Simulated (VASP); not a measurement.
# NaAs2H (R-3m) in VASP: single point with PBE

Aim: the single point of NaAs2H with PBE.

Program: VASP 6.6.1. These are calculated values, not measurements. Logs are shortened: lines on timing, memory, paths and dates and some standing lists are left out, and cuts for length are marked.

## 1. The cell of the first run

The structure is trigonal, space group R-3m (No. 166). Conventional cell: a = 3.951 Å, b = 3.951 Å, c = 16.041 Å, α = 90.00°, β = 90.00°, γ = 120.00°. Na (site symmetry -3m) has 6 As at 2.64 Å and 6 H at 3.51 Å within 3.6 Å. As (site symmetry 3m) has 1 H at 1.34 Å within 1.8 Å. Within 1.8 Å of H (site symmetry -3m) lie 2 As at 1.34 Å.

## 2. Single point, PBE

Input file POSCAR:

```
NaAs2H
1.0
    0.0000000000     -2.1002670000      3.3460420000
    1.3424260000     -1.6152450000     -3.3460420000
    5.8130240000      0.0000000000      0.0000000000
Na As H
1 2 1
Direct
    0.0000000000      0.0000000000      0.0000000000
    0.5833000000      0.1666000000      0.2501000000
    0.4167000000      0.8334000000      0.7499000000
    0.5000000000      0.0000000000      0.5000000000
```

Input file INCAR.step1:

```
SYSTEM = NaAs2H
PREC     = Accurate       ! precision mode
ENCUT    = 520            ! plane-wave cutoff, eV
EDIFF    = 1E-6           ! SCF threshold, eV
ISMEAR   = 1              ! smearing method
SIGMA    = 0.0223         ! smearing width, eV
LREAL    = .False.        ! projectors in reciprocal space
LASPH    = .True.         ! aspherical terms in the spheres
NELM     = 80             ! most SCF steps
ALGO     = Normal         ! electronic algorithm
ISIF     = 2              ! what is computed and relaxed
LWAVE    = .False.        ! write WAVECAR
LCHARG   = .True.         ! write CHGCAR
GGA      = PE             ! functional
NBANDS   = 17             ! bands
```

Input file KPOINTS.step1:

```
regular mesh
0
Gamma
  8 8 8
  0 0 0
```

Input file INCAR.step2:

```
SYSTEM = NaAs2H
PREC     = Accurate       ! precision mode
ENCUT    = 520            ! plane-wave cutoff, eV
EDIFF    = 1E-6           ! SCF threshold, eV
ISMEAR   = -5             ! smearing method
SIGMA    = 0.0223         ! smearing width, eV
LREAL    = .False.        ! projectors in reciprocal space
LASPH    = .True.         ! aspherical terms in the spheres
NELM     = 80             ! most SCF steps
ALGO     = Normal         ! electronic algorithm
ISIF     = 2              ! what is computed and relaxed
LWAVE    = .False.        ! write WAVECAR
LCHARG   = .False.        ! write CHGCAR
GGA      = PE             ! functional
LORBIT   = 10             ! projections on sites
NEDOS    = 2001           ! points of the DOS
ICHARG   = 11             ! starting density
```

Input file KPOINTS.step2:

```
regular mesh
0
Gamma
  12 12 12
  0 0 0
```

Potentials or basis: VASP PAW PBE potentials, release 64 (Na_pv, As, H).

Run with:

```sh
> cat potpaw_PBE.64/Na_pv/POTCAR potpaw_PBE.64/As/POTCAR potpaw_PBE.64/H/POTCAR > POTCAR
> cp INCAR.step1 INCAR
> cp KPOINTS.step1 KPOINTS
> mpirun -np 1 vasp_std > vasp.out
> cp INCAR.step2 INCAR
> cp KPOINTS.step2 KPOINTS
> mpirun -np 1 vasp_std > vasp.out
```

OUTCAR:

```text
SYSTEM = NaAs2H
   PREC = Accurate
   ENCUT = 520
   EDIFF = 1E-6
   ISMEAR = -5
   LREAL = .False.
   LASPH = .True.
   NELM = 80
   ISIF = 2
   GGA = PE
   LORBIT = 10
   ICHARG = 11

 ion  position               nearest neighbor table
   1  0.000  0.000  0.000-   2 2.64   3 2.64   2 2.64   3 2.64   2 2.64   3 2.64
   2  0.583  0.167  0.250-   4 1.34   1 2.64   1 2.64   1 2.64   3 2.67
   3  0.417  0.833  0.750-   4 1.34   1 2.64   1 2.64   1 2.64   2 2.67
   4  0.500  0.000  0.500-   2 1.34   3 1.34

  LATTYP: Found a trigonal (rhomboedric) cell.
 ALAT       =     5.8130240000
 COS(alpha) =     0.7690654909

  Lattice vectors:

 A1 = (   5.8130240000,   0.0000000000,   0.0000000000)
 A2 = (   4.4705980000,   3.7155120000,   0.0000000000)
 A3 = (   4.4705980000,   1.6152450000,   3.3460420000)

Analysis of symmetry for initial positions (statically):
=====================================================================
 Subroutine PRICEL returns:
 Original cell was already a primitive cell.

 Routine SETGRP: Setting up the symmetry group for a
 trigonal (rhombohedral) supercell.

 Subroutine GETGRP returns: Found 12 space group operations
 (whereof 12 operations were pure point group operations)
 out of a pool of 12 trial point group operations.

The static configuration has the point symmetry D_3d.

Analysis of symmetry for dynamics (positions and initial velocities):
=====================================================================
 Subroutine PRICEL returns:
 Original cell was already a primitive cell.

 Routine SETGRP: Setting up the symmetry group for a
 trigonal (rhombohedral) supercell.

 Subroutine GETGRP returns: Found 12 space group operations
 (whereof 12 operations were pure point group operations)
 out of a pool of 12 trial point group operations.

The dynamic configuration has the point symmetry D_3d.

 Subroutine INISYM returns: Found 12 space group operations
 (whereof 12 operations are pure point group operations),
 and found     1 'primitive' translations

----------------------------------------------------------------------------------------

                                     Primitive cell

  volume of cell :      72.2690

  direct lattice vectors                    reciprocal lattice vectors
     0.000000000 -2.100267000  3.346042000     0.000000000 -0.269141911  0.129923691
     1.342426000 -1.615245000 -3.346042000     0.000000000 -0.269141911 -0.168936873
     5.813024000  0.000000000  0.000000000     0.172027502  0.062154070  0.039013300

  length of vectors
     3.950584582  3.950584899  5.813024000     0.298860392  0.317768840  0.187025740

  position of ions in fractional coordinates (direct lattice)
     0.000000000  0.000000000  0.000000000
     0.583300000  0.166600000  0.250100000
     0.416700000  0.833400000  0.749900000
     0.500000000  0.000000000  0.500000000

  ion indices of the primitive-cell ions
   primitive index   ion index
                 1           1
                 2           2
                 3           3
                 4           4

----------------------------------------------------------------------------------------

 KPOINTS: regular mesh

Automatic generation of k-mesh.
 Grid dimensions read from file:
 generate k-points for:   12   12   12

 Generating k-lattice:

  Cartesian coordinates                     Fractional coordinates (reciprocal lattice)
     0.000000000 -0.022428493  0.010826974     0.083333333  0.000000000  0.000000000
     0.000000000 -0.022428493 -0.014078073    -0.000000000  0.083333333  0.000000000
     0.014335625  0.005179506  0.003251108     0.000000000  0.000000000  0.083333333

  Length of vectors
     0.024905033  0.026480737  0.015585478

  Shift w.r.t. Gamma in fractional coordinates (k-lattice)
     0.000000000  0.000000000  0.000000000

 TETIRR: Found   2570 inequivalent tetrahedra from    10368

 Subroutine IBZKPT returns following result:
 ===========================================

 Found    189 irreducible k-points:

 Following reciprocal coordinates:
            Coordinates               Weight
  0.000000  0.000000  0.000000      1.000000
  0.083333  0.000000  0.000000      6.000000
  0.166667  0.000000  0.000000      6.000000
  0.250000  0.000000  0.000000      6.000000
  0.333333  0.000000  0.000000      6.000000
  0.416667  0.000000  0.000000      6.000000
[... 16 lines left out ...]
  0.333333  0.166667  0.000000     12.000000
  0.416667  0.166667  0.000000     12.000000
 [... further k-points ...]
   k-points           NKPTS =    189   k-points in BZ     NKDIM =    189   number of bands    NBANDS=     13
   number of dos      NEDOS =   2001   number of ions     NIONS =      4
   total plane-waves  NPLWV =  43200
   dimension x,y,z NGX =    30 NGY =   30 NGZ =   48
   dimension x,y,z NGXF=    60 NGYF=   60 NGZF=   96
   ions per type =               1   2   1
   NGX,Y,Z   is equivalent  to a cutoff of  12.62, 12.62, 13.73 a.u.
   NGXF,Y,Z  is equivalent  to a cutoff of  25.25, 25.25, 27.45 a.u.
 SYSTEM =  NaAs2H
   PREC   = accura    normal or accurate (medium, high low for compatibility)
   ISTART =      0    job   : 0-new  1-cont  2-samecut
   ICHARG =     11    charge: 1-file 2-atom 10-const
   ISPIN  =      1    spin polarized calculation?
   LNONCOLLINEAR =      F non collinear calculations
   LSORBIT =      F    spin-orbit coupling
   LASPH  =      T    aspherical Exc in radial PAW
   ENCUT  =  520.0 eV  38.22 Ry    6.18 a.u.   7.35  7.35 10.81*2*pi/ulx,y,z
   NELM   =     80;   NELMIN=  2; NELMDL=  0     # of ELM steps
   EDIFF  = 0.1E-05   stopping-criterion for ELM
   LREAL  =      F    real-space projection
   EDIFFG = 0.1E-04   stopping-criterion for IOM
   NSW    =      0    number of steps for IOM
   IBRION =     -1    ionic relax: 0-MD 1-quasi-New 2-CG
   NFREE  =      0    steps in history (QN), initial steepest desc. (CG)
   ISIF   =      2    stress and relaxation
   ISYM   =      2    0-nonsym 1-usesym 2-fastsym
   POTIM  = 0.5000    time-step for ionic-motion
   TEBEG  =    0.0;   TEEND  =   0.0 temperature during run
   PSTRESS=    0.0 pullay stress
   NELECT =      18.0000    total number of electrons
   NUPDOWN=      -1.0000    fix difference up-down
   EMIN   =  10.00;   EMAX   =-10.00  energy-range for DOS
   EFERMI =   0.00;   METHOD = LEGACY
   ISMEAR =    -5;   SIGMA  =   0.02  broadening in eV -4-tet -1-fermi 0-gaus
   EFERMI_NEDOS =   21; number of points for ismear=-14 and -15
   IALGO  =     38    algorithm
   IMIX   =      4    mixing-type and parameters
     AMIX     =   0.40;   BMIX     =  1.00
     AMIX_MAG =   1.60;   BMIX_MAG =  1.00
  volume/ion in A,a.u.               =      18.07       121.92
  Fermi-wavevector in a.u.,A,eV,Ry     =   1.030026  1.946467 14.435155  1.060954
  Thomas-Fermi vector in A             =   2.164104
   LORBIT       =     10    0 simple, 1 ext, 2 COOP (PROOUT), +10 PAW based schemes
   GGA     = PE    functional components
   LHFCALC =     F    Hartree Fock is set to
   AEXX    =    0.0000 exact exchange contribution
   IVDW    =     0    specifies the selected vdW correction
   LEPSILON=     F    determine dielectric tensor
   LRPA    =     F    only Hartree local field effects (RPA)
 non-spin polarized calculation
 Fermi weights with tetrahedron method with Bloechl corrections
  energy-cutoff  :      520.00
  volume of cell :       72.27
 maximum number of plane-waves:      1973
 NGX is ok and might be reduce to    30

 number of electron      17.9999990 magnetization

 Free energy of the ion-electron system (eV)
  ---------------------------------------------------
  ext. energy  EPLUGINS =         0.00000000
  ---------------------------------------------------
  free energy    TOTEN  =        -9.29566706 eV

  energy without entropy =       -9.29566706  energy(sigma->0) =       -9.29566706

 E-fermi :   2.5305     XC(G=0):  -8.9703

 val. band max:        2.5838412190   @ k =   0.1667   0.0000   0.0000
 cond. band min:       2.5072838342   @ k =  -0.4167   0.1667   0.0000
 fundamental gap:     -0.0765573848
 Fermi energy:         2.5305427470

 k-point     1 :       0.0000    0.0000    0.0000
  band No.  band energies     occupation
      1     -20.6148      2.00000
      2     -20.6148      2.00000
      3     -20.5689      2.00000
      4     -11.8222      2.00000
      5      -6.5159      2.00000
      6      -4.6296      2.00000
      7       2.7904     -0.10259
      8       2.7904      0.00000
      9       3.4151      0.00000
     10       3.4151      0.00000
     11       5.7548      0.00000
     12       6.0648      0.00000
     13       9.5850      0.00000

 k-point     2 :       0.0833    0.0000    0.0000
  band No.  band energies     occupation
      1     -20.6174      2.00000
      2     -20.6153      2.00000
      3     -20.5683      2.00000
      4     -11.7958      2.00000
      5      -6.5215      2.00000
      6      -4.5518      2.00000
      7       2.3631      1.98325
      8       2.7315     -0.19803
      9       3.1862     -0.01420
     10       3.3543      0.00000
     11       5.8377      0.00000
     12       6.4006      0.00000
     13       9.7668      0.00000
[... 321 lines left out ...]
 k-point    23 :       0.3333    0.1667    0.0000
  band No.  band energies     occupation
      1     -20.6478      2.00000
      2     -20.6273      2.00000
      3     -20.5605      2.00000
      4     -11.3941      2.00000
      5      -6.6079      2.00000
      6      -3.0687      2.00000
      7      -0.7418      2.00000
      8       1.3729      2.00000
      9       1.7256      2.00000
     10       2.2708      2.04781
     11       4.4923      0.00000
     12       8.6280      0.00000
     13       9.2966      0.00000

 k-point    24 :       0.4167    0.1667    0.0000
  band No.  band energies     occupation
      1     -20.6495      2.00000
      2     -20.6283      2.00000
      3     -20.5599      2.00000
      4     -11.3774      2.00000
      5      -6.5147      2.00000
      6      -3.1349      2.00000
      7      -0.8196      2.00000
      8       1.2486      2.00000
      9       1.7099      2.00000
     10       2.0696      2.11584
     11       4.6646      0.00000
     12       8.4740      0.00000
     13       9.0423      0.00000

 [... further k-points ...]

------------------------ aborting loop because EDIFF is reached ----------------------------------------

  FORCE on cell =-STRESS in cart. coord.  units (eV):
  Direction    XX          YY          ZZ          XY          YZ          ZX
  --------------------------------------------------------------------------------------
  -------------------------------------------------------------------------------------
  Total       17.4755271      6.6077903      5.6189664      4.5160921      1.0241851      2.8346881
  in kB      387.4259390    146.4922546    124.5703957    100.1200818     22.7058022     62.8439823
  external PRESSURE =     219.4961965 kB  Pullay stress =       0.0000000 kB

 VOLUME and BASIS-vectors are now :
 -----------------------------------------------------------------------------
  energy-cutoff  :      520.00
  volume of cell :       72.27
      direct lattice vectors                 reciprocal lattice vectors
     0.000000000 -2.100267000  3.346042000     0.000000000 -0.269141911  0.129923691
     1.342426000 -1.615245000 -3.346042000     0.000000000 -0.269141911 -0.168936873
     5.813024000  0.000000000  0.000000000     0.172027502  0.062154070  0.039013300

 POSITION                                       TOTAL-FORCE (eV/Angst)
 -----------------------------------------------------------------------------------
      0.00000      0.00000      0.00000         0.000000     -0.000000      0.000000
      1.67749     -1.49419      1.39430        -5.222183     -1.886795     -1.184315
      5.47796     -2.22133     -1.39430         5.222183      1.886795      1.184315
      2.90651     -1.05013      1.67302        -0.000000      0.000000      0.000000
 -----------------------------------------------------------------------------------
    total drift:                                0.000000     -0.000000     -0.000000

  FREE ENERGIE OF THE ION-ELECTRON SYSTEM (eV)
  ---------------------------------------------------
  free  energy   TOTEN  =        -9.2956670578 eV

  energy  without entropy=       -9.2956670578  energy(sigma->0) =       -9.29566706

 total charge

# of ion       s       p       d       tot
------------------------------------------
    1        0.120   6.040   0.000   6.160
    2        1.309   1.493   0.051   2.853
    3        1.309   1.493   0.051   2.853
    4        0.742   0.072   0.000   0.814
--------------------------------------------------
tot          3.481   9.098   0.101  12.680
```

Wall time 1.7 min (1 thread of AMD EPYC 7R13 (Zen 3), shared host); peak memory 0.31 GiB.

What came out:

| Property | Result |
| --- | --- |
| Valence electrons inside the program's atomic spheres | Na 6.16; As 2.85; H 0.81 |

Levels at points of the mesh, in eV from the Fermi level:
| k point | band 7 | band 8 | band 9 | band 10 | band 11 | band 12 |
| --- | --- | --- | --- | --- | --- | --- |
| (0.00, 0.00, 0.00) | 0.26 | 0.26 | 0.88 | 0.88 | 3.22 | 3.53 |
| (0.50, 0.00, 0.00) | -3.61 | -0.82 | -0.41 | 0.04 | 1.85 | 5.44 |
| (0.00, 0.50, 0.00) | -3.03 | -1.72 | -1.19 | 1.12 | 1.39 | 3.97 |
| (0.00, 0.00, 0.50) | -0.37 | -0.37 | -0.11 | 1.91 | 1.91 | 3.10 |
